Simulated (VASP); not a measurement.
Set up this calculation in VASP 6.6.1, as the native input.

```yaml
Task: single point
Functional: PBE-based screened hybrid with 5 % exact exchange
Potentials_or_basis: VASP PAW PBE potentials, release 64 (Ag, Cl)
Cutoff: 520 eV
k_mesh: 4 × 4 × 4
Occupations: fermi-dirac, width 0.05 eV
Spin: no spin polarisation
Dipole_correction: no
Grid_for_exact_exchange_PRECFOCK: Normal
Share_of_exact_exchange: 0.05
Further_INCAR_settings: ALGO = Normal; EDIFF = 1e-06; NBANDS = 16
Screening_parameter: 0.2 1/Å
```

Crystal: AgCl.

```
Ag Cl
1.0
     3.43397    0.00000    0.00000
     0.00000    3.43397    0.00000
     0.00000    0.00000    3.43397
Ag Cl
1 1
Cartesian
  0.0000 0.0000 0.0000
  1.7170 1.7170 1.7170
```

These files were run (other wordings do the same):

POSCAR

```
AgCl
1.0
    3.4339730000      0.0000000000      0.0000000000
    0.0000000000      3.4339730000      0.0000000000
    0.0000000000      0.0000000000      3.4339730000
Ag Cl
1 1
Direct
    0.0000000000      0.0000000000      0.0000000000
    0.5000000000      0.5000000000      0.5000000000
```

INCAR.step1

```
SYSTEM = AgCl
ALGO = Normal
EDIFF = 1E-5
ENCUT = 520
GGA = PE
ISIF = 2
ISMEAR = -1
LASPH = .True.
LCHARG = .False.
LREAL = .False.
LWAVE = .True.
NBANDS = 16
NELM = 80
PREC = Accurate
SIGMA = 0.05
```

INCAR.step2

```
SYSTEM = AgCl
AEXX = 0.05
ALGO = Normal
EDIFF = 1E-6
ENCUT = 520
GGA = PE
HFSCREEN = 0.2
ISIF = 2
ISMEAR = -1
ISTART = 1
LASPH = .True.
LCHARG = .False.
LHFCALC = .True.
LREAL = .False.
LWAVE = .False.
NBANDS = 16
NELM = 80
PREC = Accurate
PRECFOCK = Normal
SIGMA = 0.05
```

KPOINTS

```
k-points
0
Gamma
  4 4 4
  0 0 0
```

Potentials or basis: VASP PAW PBE potentials, release 64 (Ag, Cl).

The run is started by

```sh
$ cat potpaw_PBE.64/Ag/POTCAR potpaw_PBE.64/Cl/POTCAR > POTCAR
$ cp INCAR.step1 INCAR
$ mpirun -np 1 vasp_std > vasp.out
$ cp INCAR.step2 INCAR
$ mpirun -np 1 vasp_std > vasp.out
```

Results of the run:

The pressure is -0.1 GPa and the band gap on the k mesh is 0.84 eV (least direct gap 2.33 eV).

Caveat: the k points lie up to 0.46 Å⁻¹ apart; the PAW data sets were made with another functional, which shifts forces and pressure a little.

Wall time 2.5 min on 1 thread of AMD EPYC 7R13 Processor (Zen 3), on a shared host, peak memory 0.24 GiB.
